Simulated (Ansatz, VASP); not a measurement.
## SiGe: VASP beside Ansatz

File INCAR:

```
PREC = Accurate
ENCUT = 600
EDIFF = 1E-7
ISMEAR = 0
SIGMA = 0.02
LREAL = F
LASPH = T
NELM = 80
ALGO = Normal
ISIF = 3
LWAVE = F
LCHARG = F
GGA = PS
IBRION = 2
NSW = 100
EDIFFG = -0.005
```

File KPOINTS:

```
Automatic mesh
0
Gamma
  12 12 6
```

POSCAR

```
SiGe
1.0
    3.9044512986      0.0000000000      0.0000000000
   -1.9522256493      3.3813540124      0.0000000000
    0.0000000000      0.0000000000      6.4507830000
Si Ge
2 2
Direct
    0.6666666700      0.3333333300      0.8746070000
    0.3333333300      0.6666666700      0.3746070000
    0.6666666700      0.3333333300      0.5003920000
    0.3333333300      0.6666666700      0.0003920000
```

Input for Ansatz:

```yaml
crystal:
  lattice:
    - [3.9044512986, 0.0, 0.0]
    - [-1.9522256493, 3.3813540124, 0.0]
    - [0.0, 0.0, 6.450783]
  atoms:
    - { symbol: Si, position: [0.66666667, 0.33333333, 0.874607] }
    - { symbol: Si, position: [0.33333333, 0.66666667, 0.374607] }
    - { symbol: Ge, position: [0.66666667, 0.33333333, 0.500392] }
    - { symbol: Ge, position: [0.33333333, 0.66666667, 0.000392] }
basis:
  ecutwfc: 420
kpoints:
  mp_grid: { grid: [12, 12, 6] }
hamiltonian:
  xc: pbesol
scf:
  occupations: { method: gaussian, width: 0.02 }
output:
  forces: true
  stress: true
  eigenvalues: true
relax:
  adjacent_minimum: "off"
  f_tol: 0.005
  max_steps: 80
  cell: { stress_tol: 0.05 }
```

Alike in both runs: task relaxation of cell and atoms; functional PBEsol; k mesh 12 × 12 × 6; occupations gaussian, width 0.02 eV; no spin polarisation.

```csv
,VASP,Ansatz
version,VASP 6.6.1,Ansatz 0.2.0
potentials or method,"VASP PAW PBE potentials, release 64 (Si, Ge_d), cutoff 600 eV","scalar-relativistic, plane waves, PAW"
valence electrons in the cell,36,36
```

|  | VASP | Ansatz | Ansatz less VASP |
| --- | --- | --- | --- |
| gap on the k mesh at the Fermi level, each at its own relaxed structure (eV) | 0.35 | 0.35 | 0.000 |
| relaxed volume (Å³/atom) | 21.22 | 21.22 | +0.003 |
| relaxed cell length with the largest relative difference (Å) | 6.443 | 6.443 | +0.0008 |

VASP's potentials were made for PBE, not for PBEsol.
